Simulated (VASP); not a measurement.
Wanted: the native input for a VASP 6.6.1 run.

```yaml
Task: single point
Functional: PBE
Potentials_or_basis: VASP PAW PBE potentials, release 64 (Ca_sv)
Cutoff: 520 eV
k_mesh: 4 × 4 × 6
Occupations: gaussian, width 0.1 eV
Spin: no spin polarisation
Dipole_correction: no
Further_INCAR_settings: ALGO = Normal; EDIFF = 1e-06; NBANDS = 28
```

The structure of Ca lies in POSCAR:

```
Ca
1.0
    7.2439082100      0.0000000000      0.0000000000
    0.0000000000      7.2439082100      0.0000000000
    0.0000000000      0.0000000000      3.3840612000
Ca
4
Direct
    0.0000000000      0.0000000000      0.0000000000
    0.0000000000      0.5000000000      0.0000000000
    0.5000000000      0.0000000000      0.0000000000
    0.5000000000      0.5000000000      0.5000000000
```

These files were run (other wordings do the same):

INCAR

```
PREC = Accurate
ENCUT = 520
EDIFF = 1E-6
ISMEAR = 0
SIGMA = 0.1
LREAL = False
LASPH = True
NELM = 60
ALGO = Normal
ISIF = 2
LWAVE = False
LCHARG = False
GGA = PE
NBANDS = 28
```

KPOINTS

```
Automatic mesh
0
Gamma
  4 4 6
```

Potentials or basis: VASP PAW PBE potentials, release 64 (Ca_sv).

The run is started by

```sh
$ cat potpaw_PBE.64/Ca_sv/POTCAR > POTCAR
$ mpirun -np 1 vasp_std > vasp.out
```

It gave:

```json
{
  "Pressure": "0.0 GPa",
  "Band gap on the k mesh": "zero (band 20 reaches 2.02 eV, above the bottom of band 21 at 1.06 eV)"
}
```

Wall time 4.1 min on 1 thread of Oxide Virtual Turin-like Processor, with other jobs on the host, peak memory 0.27 GiB.
